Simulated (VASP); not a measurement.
A run of VASP 6.6.1 is set up as follows.

INCAR

```
SYSTEM = Si16O
PREC = Accurate
ENCUT = 520
EDIFF = 1E-6
ISMEAR = -1
SIGMA = 0.02
LREAL = Auto
LASPH = .True.
NELM = 150
ALGO = Normal
ISIF = 2
LWAVE = .False.
LCHARG = .False.
ISPIN = 2
MAGMOM = 0 0 0 0 0 0 0 0 0 0 0 0 0 0 0 0 0
LORBIT = 11
GGA = PE
NBANDS = 53
```

File KPOINTS:

```
regular mesh
0
Gamma
  2 2 2
  0 0 0
```

File POSCAR:

```
Si16O
1.0
    0.0000000000      5.4300000000      5.4300000000
    5.4300000000      0.0000000000      5.4300000000
    5.4300000000      5.4300000000      0.0000000000
Si O
16 1
Direct
    0.0652486188     -0.0690239411     -0.0318784530
    0.1555156538      0.0752578269      0.1058471455
    0.0191712707     -0.0157458564      0.4647145488
    0.1264548803      0.0908195212      0.6097329650
   -0.0591712707      0.5411418048      0.0147513812
    0.1234622468      0.5855985267      0.1649723757
   -0.0310405157      0.4730662983      0.5285911602
    0.0918876611      0.6304880295      0.6259208103
    0.4988674033      0.0697513812     -0.0465469613
    0.6720626151      0.1276611418      0.0808103131
    0.5084162063      0.0277163904      0.4555064457
    0.6427716390      0.1550552486      0.5592541436
    0.4923941068      0.5089318600      0.0132965009
    0.5709484346      0.7029373849      0.1306353591
    0.4495580110      0.5318047882      0.5092817680
    0.6023296501      0.6324769797      0.6302854512
    0.9467679558      0.2906353591      1.0941344383
```

Potentials or basis: VASP PAW PBE potentials, release 64 (Si, O).

The run is started by

```sh
$ cat potpaw_PBE.64/Si/POTCAR potpaw_PBE.64/O/POTCAR > POTCAR
$ mpirun -np 1 vasp_std > vasp.out
```

Task: What does it give for the pressure?

Result: 3.9 GPa.

Task: Estimate the largest force.

Result: 2.131 eV/Å.

Task: Predict the net moment.

Result: 0.00 μB per cell.

Task: What does it give for the band gap on the k mesh?

Result: 0.39 eV.

Forces on the atoms (eV/Å):
```
Si   1.547 -0.680 -0.183
Si  -1.090  0.254  0.099
Si   0.471 -0.351 -0.736
Si   0.231  0.375  1.886
Si  -0.383  0.041  0.572
Si  -1.570 -0.529 -0.925
Si   0.079  0.664 -0.049
Si   0.674  0.677 -1.849
Si  -1.126 -0.661  0.430
Si   0.684  0.442  0.427
Si  -0.810  0.185 -1.303
Si   1.293  0.460 -0.296
Si  -0.348  0.409  0.649
Si  -0.674 -0.063 -0.831
Si  -1.276  0.845  1.151
Si   1.033 -0.547  0.164
O    1.264 -1.522  0.792
```

Caveat: the k points lie up to 0.50 Å⁻¹ apart.
